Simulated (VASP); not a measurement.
# BN in VASP: notebook

Runs on BN. Level: PBEsol. Tasks: single point.

All numbers are computed with VASP 6.6.1; they aren't measurements. Logs are shortened: lines on timing, memory, paths and dates and some standing lists are left out, and cuts for length are marked.

### 1 The cell of the first run

The typed cell holds 12 atoms: a = 2.541 Å, b = 2.541 Å, c = 12.695 Å, α = 84.26°, β = 84.26°, γ = 60.00°.

### 2 Single point, PBEsol (the part above a cut slid along it)

Input file INCAR:

```
PREC = Accurate
ENCUT = 600
EDIFF = 1E-6
ISMEAR = 0
SIGMA = 0.05
LREAL = False
LASPH = True
NELM = 120
ALGO = Normal
ISIF = 2
LWAVE = False
LCHARG = True
GGA = PS
LELF = True
LVHAR = True
NBANDS = 36
GGA_COMPAT = False
```

Input file KPOINTS:

```
Automatic mesh
0
Gamma
  10 10 2
```

Input file POSCAR:

```
BN
1.0
   -2.5410113134      0.0000000000      0.0000000000
   -1.2705056567     -2.2005803487      0.0000000000
   -1.2703786061     -0.7334534302     12.6098865131
B N
6 6
Direct
    0.6458539708      0.6458539708      0.0624443320
    0.5347539708      0.5347539708      0.3957776653
    0.4236539708      0.4236539708      0.7291109987
    0.0347706375      0.0347706375      0.8957776653
    0.2569706375      0.2569706375      0.2291109987
    0.1458706375      0.1458706375      0.5624443320
    0.3541571425      0.3541571425      0.9376223347
    0.5763571425      0.5763571425      0.2709556680
    0.4652571425      0.4652571425      0.6042890013
    0.0763738092      0.0763738092      0.7709556680
    0.2985738092      0.2985738092      0.1042890013
    0.1874738092      0.1874738092      0.4376223347
```

Potentials or basis: VASP PAW PBE potentials, release 64 (B, N).

Command:

```bash
$ cat potpaw_PBE.64/B/POTCAR potpaw_PBE.64/N/POTCAR > POTCAR
$ mpirun -np 1 vasp_std > vasp.out
```

OUTCAR:

```text
PREC = Accurate
   ENCUT = 600
   EDIFF = 1E-6
   ISMEAR = 0
   LREAL = False
   LASPH = True
   NELM = 120
   ISIF = 2
   GGA = PS

 ion  position               nearest neighbor table
   1  0.646  0.646  0.062-  11 1.56  11 1.56  11 1.56
   2  0.535  0.535  0.396-  12 1.56  12 1.56  12 1.56   8 1.57
   3  0.424  0.424  0.729-  10 1.56  10 1.56  10 1.56   9 1.57
   4  0.035  0.035  0.896-   7 1.56   7 1.56   7 1.56  10 1.57
   5  0.257  0.257  0.229-   8 1.56   8 1.56   8 1.56  11 1.57
   6  0.146  0.146  0.562-   9 1.56   9 1.56   9 1.56  12 1.57
   7  0.354  0.354  0.938-   4 1.56   4 1.56   4 1.56
   8  0.576  0.576  0.271-   5 1.56   5 1.56   5 1.56   2 1.57
   9  0.465  0.465  0.604-   6 1.56   6 1.56   6 1.56   3 1.57
  10  0.076  0.076  0.771-   3 1.56   3 1.56   3 1.56   4 1.57
  11  0.299  0.299  0.104-   1 1.56   1 1.56   1 1.56   5 1.57
  12  0.187  0.187  0.438-   2 1.56   2 1.56   2 1.56   6 1.57

  LATTYP: Found a trigonal (rhomboedric) cell.
 ALAT       =    12.6949223554
 COS(alpha) =     0.9799680958

  Lattice vectors:

 A1 = (  -1.2703786061,  -0.7334534302,  12.6098865131)
 A2 = (   1.2706327073,  -0.7334534302,  12.6098865131)
 A3 = (   0.0001270506,   1.4671269185,  12.6098865131)

Analysis of symmetry for initial positions (statically):
=====================================================================
 Subroutine PRICEL returns:
 Original cell was already a primitive cell.

 Routine SETGRP: Setting up the symmetry group for a
 trigonal (rhombohedral) supercell.

 Subroutine GETGRP returns: Found  2 space group operations
 (whereof  2 operations were pure point group operations)
 out of a pool of 12 trial point group operations.

The static configuration has the point symmetry C_1h.

Analysis of symmetry for dynamics (positions and initial velocities):
=====================================================================
 Subroutine PRICEL returns:
 Original cell was already a primitive cell.

 Routine SETGRP: Setting up the symmetry group for a
 trigonal (rhombohedral) supercell.

 Subroutine GETGRP returns: Found  2 space group operations
 (whereof  2 operations were pure point group operations)
 out of a pool of 12 trial point group operations.

The dynamic configuration has the point symmetry C_1h.

 Subroutine INISYM returns: Found  2 space group operations
 (whereof  2 operations are pure point group operations),
 and found     1 'primitive' translations

----------------------------------------------------------------------------------------

                                     Primitive cell

  volume of cell :      70.5107

  direct lattice vectors                    reciprocal lattice vectors
    -2.541011313  0.000000000  0.000000000    -0.393544096  0.227212790 -0.026431642
    -1.270505657 -2.200580349  0.000000000     0.000000000 -0.454425579 -0.026431642
    -1.270378606 -0.733453430 12.609886513     0.000000000  0.000000000  0.079302855

  length of vectors
     2.541011313  2.541011313 12.694922355     0.455193628  0.455193628  0.079302855

  position of ions in fractional coordinates (direct lattice)
     0.645853971  0.645853971  0.062444332
     0.534753971  0.534753971  0.395777665
     0.423653971  0.423653971  0.729110999
     0.034770638  0.034770638  0.895777665
     0.256970637  0.256970637  0.229110999
     0.145870638  0.145870638  0.562444332
     0.354157143  0.354157143  0.937622335
     0.576357143  0.576357143  0.270955668
     0.465257143  0.465257143  0.604289001
     0.076373809  0.076373809  0.770955668
     0.298573809  0.298573809  0.104289001
     0.187473809  0.187473809  0.437622335

  ion indices of the primitive-cell ions
   primitive index   ion index
                 1           1
                 2           2
                 3           3
                 4           4
[... 34 lines left out ...]
|           W    W  A    A  R    R  N N  N  II  N N  N  G       !!!           |
|           W WW W  AAAAAA  RRRRR   N  N N  II  N  N N  G  GGG   !            |
|           WW  WW  A    A  R   R   N   NN  II  N   NN  G    G                |
|           W    W  A    A  R    R  N    N  II  N    N   GGGG   !!!           |
|                                                                             |
|     Your reciprocal lattice and k-lattice belong to different lattice       |
|     classes:                                                                |
|                                                                             |
|        The reciprocal lattice is rhombohedral (trigonal),                   |
|        whereas your k-lattice is base-centered monoclinic.                  |
|                                                                             |
|     Results are often still useful ...                                      |
|                                                                             |
 -----------------------------------------------------------------------------

 WARNING: IBZKPT: internal override: KBLOWUP is changed to .FALSE.
      ... skipping the blow-up phase ...

 Subroutine IBZKPT returns following result:
 ===========================================

 Found     62 irreducible k-points:

 Following reciprocal coordinates:
            Coordinates               Weight
  0.000000  0.000000  0.000000      1.000000
  0.100000  0.000000  0.000000      4.000000
  0.200000  0.000000  0.000000      4.000000
  0.300000 -0.000000 -0.000000      4.000000
  0.400000  0.000000  0.000000      4.000000
  0.500000  0.000000 -0.000000      2.000000
[... 16 lines left out ...]
  0.300000  0.300000  0.000000      2.000000
  0.400000  0.300000 -0.000000      4.000000
 [... further k-points ...]
   k-points           NKPTS =     62   k-points in BZ     NKDIM =     62   number of bands    NBANDS=     36
   number of dos      NEDOS =    301   number of ions     NIONS =     12
   total plane-waves  NPLWV =  43200
   dimension x,y,z NGX =    20 NGY =   20 NGZ =  108
   dimension x,y,z NGXF=    40 NGYF=   40 NGZF=  216
   ions per type =               6   6
   NGX,Y,Z   is equivalent  to a cutoff of  13.09, 13.09, 14.14 a.u.
   NGXF,Y,Z  is equivalent  to a cutoff of  26.17, 26.17, 28.29 a.u.
 SYSTEM =  unknown system
   PREC   = accura    normal or accurate (medium, high low for compatibility)
   ISTART =      0    job   : 0-new  1-cont  2-samecut
   ICHARG =      2    charge: 1-file 2-atom 10-const
   ISPIN  =      1    spin polarized calculation?
   LNONCOLLINEAR =      F non collinear calculations
   LSORBIT =      F    spin-orbit coupling
   LASPH  =      T    aspherical Exc in radial PAW
   ENCUT  =  600.0 eV  44.10 Ry    6.64 a.u.   5.08  5.08 25.35*2*pi/ulx,y,z
   NELM   =    120;   NELMIN=  2; NELMDL= -5     # of ELM steps
   EDIFF  = 0.1E-05   stopping-criterion for ELM
   LREAL  =      F    real-space projection
   EDIFFG = 0.1E-04   stopping-criterion for IOM
   NSW    =      0    number of steps for IOM
   IBRION =     -1    ionic relax: 0-MD 1-quasi-New 2-CG
   NFREE  =      0    steps in history (QN), initial steepest desc. (CG)
   ISIF   =      2    stress and relaxation
   ISYM   =      2    0-nonsym 1-usesym 2-fastsym
   POTIM  = 0.5000    time-step for ionic-motion
   TEBEG  =    0.0;   TEEND  =   0.0 temperature during run
   PSTRESS=    0.0 pullay stress
   NELECT =      48.0000    total number of electrons
   NUPDOWN=      -1.0000    fix difference up-down
   EMIN   =  10.00;   EMAX   =-10.00  energy-range for DOS
   EFERMI =   0.00;   METHOD = LEGACY
   ISMEAR =     0;   SIGMA  =   0.05  broadening in eV -4-tet -1-fermi 0-gaus
   EFERMI_NEDOS =   21; number of points for ismear=-14 and -15
   IALGO  =     38    algorithm
   IMIX   =      4    mixing-type and parameters
     AMIX     =   0.40;   BMIX     =  1.00
     AMIX_MAG =   1.60;   BMIX_MAG =  1.00
  volume/ion in A,a.u.               =       5.88        39.65
  Fermi-wavevector in a.u.,A,eV,Ry     =   1.440136  2.721463 28.218379  2.073992
  Thomas-Fermi vector in A             =   2.558914
   LORBIT       =      0    0 simple, 1 ext, 2 COOP (PROOUT), +10 PAW based schemes
   GGA     = PS    functional components
   LHFCALC =     F    Hartree Fock is set to
   AEXX    =    0.0000 exact exchange contribution
   IVDW    =     0    specifies the selected vdW correction
   LEPSILON=     F    determine dielectric tensor
   LRPA    =     F    only Hartree local field effects (RPA)
 non-spin polarized calculation
 Gauss-broadening in eV      SIGMA  =   0.05
  energy-cutoff  :      600.00
  volume of cell :       70.51
 maximum number of plane-waves:      2377
   NGX = 11   NGY = 11   NGZ = 51

 number of electron      47.9999996 magnetization

 Free energy of the ion-electron system (eV)
  ---------------------------------------------------
  ext. energy  EPLUGINS =         0.00000000
  ---------------------------------------------------
  free energy    TOTEN  =      -106.03959301 eV

  energy without entropy =     -106.03959301  energy(sigma->0) =     -106.03959301

 E-fermi :   8.3583     XC(G=0): -13.0614

 val. band max:        8.0513047486   @ k =   0.1000   0.0000   0.0000
 cond. band min:      10.1312949723   @ k =  -0.3000   0.3000   0.5000
 fundamental gap:      2.0799902237
 Fermi energy:         8.3583259302

 k-point     1 :       0.0000    0.0000    0.0000
  band No.  band energies     occupation
      1     -13.0540      2.00000
      2     -12.2669      2.00000
      3     -11.9913      2.00000
      4     -10.3913      2.00000
      5     -10.1521      2.00000
      6      -8.4746      2.00000
[... 925 lines left out ...]
     35      19.1844      0.00000
     36      19.5483      0.00000

 [... further k-points ...]
[... 5 lines left out ...]
  --------------------------------------------------------------------------------------
  -------------------------------------------------------------------------------------
  Total       -2.7319197     -2.7309980     11.1727240     -0.0007982      0.0017251      0.0029880
  in kB      -62.0759687    -62.0550248    253.8719070     -0.0181379      0.0391994      0.0678953
  external PRESSURE =      43.2469712 kB  Pullay stress =       0.0000000 kB

 VOLUME and BASIS-vectors are now :
 -----------------------------------------------------------------------------
  energy-cutoff  :      600.00
  volume of cell :       70.51
      direct lattice vectors                 reciprocal lattice vectors
    -2.541011313  0.000000000  0.000000000    -0.393544096  0.227212790 -0.026431642
    -1.270505657 -2.200580349  0.000000000     0.000000000 -0.454425579 -0.026431642
    -1.270378606 -0.733453430 12.609886513     0.000000000  0.000000000  0.079302855

 POSITION                                       TOTAL-FORCE (eV/Angst)
 -----------------------------------------------------------------------------------
     -2.54101     -1.46705      0.78742         0.000718      0.000415      1.629747
     -2.54101     -1.46705      4.99071         0.000014      0.000008      0.211415
     -2.54101     -1.46705      9.19401        -0.000003     -0.000002      0.213882
     -1.27051     -0.73353     11.29565         0.000185      0.000107     -0.274905
     -1.27051     -0.73353      2.88906         0.000154      0.000089      0.651645
     -1.27051     -0.73353      7.09236         0.000001      0.000000      0.206771
     -2.54101     -1.46705     11.82331        -0.001481     -0.000855     -4.062588
     -2.54101     -1.46705      3.41672         0.000015      0.000009     -0.238106
     -2.54101     -1.46705      7.62002         0.000084      0.000048     -0.219137
     -1.27051     -0.73353      9.72166        -0.000129     -0.000074     -0.493503
     -1.27051     -0.73353      1.31507         0.000458      0.000264      2.581504
     -1.27051     -0.73353      5.51837        -0.000014     -0.000008     -0.206724
 -----------------------------------------------------------------------------------
    total drift:                               -0.000078     -0.000045      0.000308

  FREE ENERGIE OF THE ION-ELECTRON SYSTEM (eV)
  ---------------------------------------------------
  free  energy   TOTEN  =      -106.0395930136 eV

  energy  without entropy=     -106.0395930136  energy(sigma->0) =     -106.03959301
```

Wall time 4 min (1 thread of Oxide Virtual Turin-like, shared host); peak memory 0.24 GiB.

Results:

| Property | Result |
| --- | --- |
| Free energy | -106.0396 eV |
| Pressure | 4.3 GPa |
| Largest force | 4.063 eV/Å |
| Band gap on the k mesh | 2.08 eV (least direct gap 2.59 eV) |

Forces in eV/Å, atoms in the order of the input:
```
B    0.001  0.000  1.630
B    0.000  0.000  0.211
B    0.000  0.000  0.214
B    0.000  0.000 -0.275
B    0.000  0.000  0.652
B    0.000  0.000  0.207
N   -0.001 -0.001 -4.063
N    0.000  0.000 -0.238
N    0.000  0.000 -0.219
N    0.000  0.000 -0.494
N    0.000  0.000  2.582
N    0.000  0.000 -0.207
```

Caveat: the cell differs from its parent crystal (the part above a cut slid along it); the stress differs along the axes, from -6 to 25 GPa; the PAW data sets were made with another functional, which shifts forces and pressure a little.

### 3 Single point, PBEsol (the part above a cut slid along it)

Input file INCAR:

```
ALGO = Normal
EDIFF = 1E-6
ENCUT = 600
GGA = PS
GGA_COMPAT = False
ISIF = 2
ISMEAR = 0
LASPH = True
LCHARG = False
LREAL = False
LWAVE = False
NBANDS = 36
NELM = 120
PREC = Accurate
SIGMA = 0.05
```

Input file KPOINTS:

```
k-points
0
Gamma
  10 10 2
```

Input file POSCAR:

```
BN
1.0
   -2.5410113134      0.0000000000      0.0000000000
   -1.2705056567     -2.2005803487      0.0000000000
   -2.5411383640     -1.4671269185     12.6098865131
B N
6 6
Direct
    0.6250350305      0.6250350305      0.0624443320
    0.4028016972      0.4028016972      0.3957776653
    0.1805683639      0.1805683639      0.7291109987
   -0.2638816361     -0.2638816361      0.8957776653
    0.1805850305      0.1805850305      0.2291109987
   -0.0416483028     -0.0416483028      0.5624443320
    0.0415538561      0.0415538561      0.9376223347
    0.4860205228      0.4860205228      0.2709556680
    0.2637871895      0.2637871895      0.6042890013
   -0.1806628105     -0.1806628105      0.7709556680
    0.2638038561      0.2638038561      0.1042890013
    0.0415705228      0.0415705228      0.4376223347
```

Potentials or basis: VASP PAW PBE potentials, release 64 (B, N).

Command:

```bash
$ cat potpaw_PBE.64/B/POTCAR potpaw_PBE.64/N/POTCAR > POTCAR
$ mpirun -np 1 vasp_std > vasp.out
```

Run time: 4.1 min. Hardware: 1 thread of Oxide Virtual Turin-like, shared host; peak memory 0.24 GiB.

It converged, with:

- Free energy: -107.3534 eV
- Pressure: 0.0 GPa
- Largest force: 1.335 eV/Å
- Band gap on the k mesh: 2.77 eV (least direct gap 4.38 eV)

Forces in eV/Å, atoms in the order of the input:
```
B   -0.001  0.000  1.335
B    0.000  0.000  0.175
B    0.000  0.000  0.236
B    0.000  0.000  0.011
B    0.000  0.000  0.231
B    0.000  0.000  0.176
N    0.000  0.000 -1.022
N    0.000  0.000 -0.149
N    0.000  0.000 -0.189
N    0.000  0.000 -0.494
N    0.000  0.000 -0.132
N    0.000  0.000 -0.177
```

Stress tensor (GPa, compression positive):
```
-3.84  0.00  0.00
 0.00 -3.84  0.00
 0.00  0.00  7.75
```

Levels at points of the mesh, in eV from the valence-band top:
| k point | band 22 | band 23 | band 24 | band 25 | band 26 | band 27 |
| --- | --- | --- | --- | --- | --- | --- |
| (0.00, 0.00, 0.00) | -0.14 | -0.14 | 0.00 | 6.58 | 8.07 | 8.07 |
| (0.50, 0.00, 0.00) | -3.15 | -2.26 | -1.62 | 2.77 | 6.28 | 6.38 |
| (0.50, 0.50, 0.00) | -3.15 | -2.26 | -1.62 | 2.77 | 6.28 | 6.38 |
| (0.00, 0.00, 0.50) | -0.62 | -0.13 | -0.13 | 6.63 | 8.09 | 8.09 |
| (0.50, 0.00, 0.50) | -2.74 | -2.39 | -1.62 | 2.79 | 6.26 | 6.45 |
| (0.50, 0.50, 0.50) | -2.74 | -2.39 | -1.62 | 2.79 | 6.26 | 6.45 |

Caveat: the cell differs from its parent crystal (the part above a cut slid along it); the stress differs along the axes, from -4 to 8 GPa; the PAW data sets were made with another functional, which shifts forces and pressure a little. A k mesh can miss the band edges.
